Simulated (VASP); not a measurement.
SiO2:

```
Si O
1.0
     4.23568    0.00000    0.00000
     0.00000    4.23568    0.00000
     0.00000    0.00000    2.69064
Si O
2 4
Direct
  0.00000 0.00000 0.00000
  0.50000 0.50000 0.50000
  0.30697 0.30697 0.00000
  0.19303 0.80697 0.50000
  0.80697 0.19303 0.50000
  0.69303 0.69303 0.00000
```

```yaml
Program: VASP 6.6.1
Task: relaxation of cell and atoms
Functional: r2SCAN
Potentials_or_basis: VASP PAW PBE potentials, release 64 (Si, O)
Cutoff: 600 eV
k_mesh: 6 × 6 × 8
Occupations: fermi-dirac, width 0.02 eV
Spin: no spin polarisation
```

At the start: pressure -9.5 GPa; volume 8.05 Å³/atom.

How do energy, volume and symmetry change on relaxing?

Over 8 steps the energy falls by 7.9 meV/atom and the volume is 7.79 Å³/atom (-3.2 %); space group P4_2/mnm (No. 136, to 0.1 Å) before and after.

The path:
| step | energy change (eV) | largest force (eV/Å) | pressure (GPa) | volume (Å³) |
| --- | --- | --- | --- | --- |
| 1 | 0.0000 | 0.0691 | -9.53 | 48.27 |
| 2 | 0.0447 | 0.5944 | 15.04 | 45.00 |
| 3 | -0.0429 | 0.1869 | -0.26 | 46.89 |
| 4 | -0.0429 | 0.1924 | -0.06 | 46.87 |
| 5 | -0.0468 | 0.0245 | 0.15 | 46.70 |
| 6 | -0.0468 | 0.0297 | 0.15 | 46.69 |
| 7 | -0.0471 | 0.0026 | -0.14 | 46.72 |
| 8 | -0.0471 | 0.0042 | -0.07 | 46.71 |

Final structure:
```yaml
crystal:
  lattice:
    - [4.18115, 0.00000, 0.00000]
    - [0.00000, 4.18115, 0.00000]
    - [0.00000, 0.00000, 2.67213]
  atoms:
    - { symbol: Si, position: [0.00000, 0.00000, 0.00000] }
    - { symbol: Si, position: [0.50000, 0.50000, 0.50000] }
    - { symbol: O, position: [0.30588, 0.30588, 0.00000] }
    - { symbol: O, position: [0.19412, 0.80588, 0.50000] }
    - { symbol: O, position: [0.80588, 0.19412, 0.50000] }
    - { symbol: O, position: [0.69412, 0.69412, 0.00000] }
```

Caveat: the PAW data sets were made with another functional, which shifts forces and pressure a little.
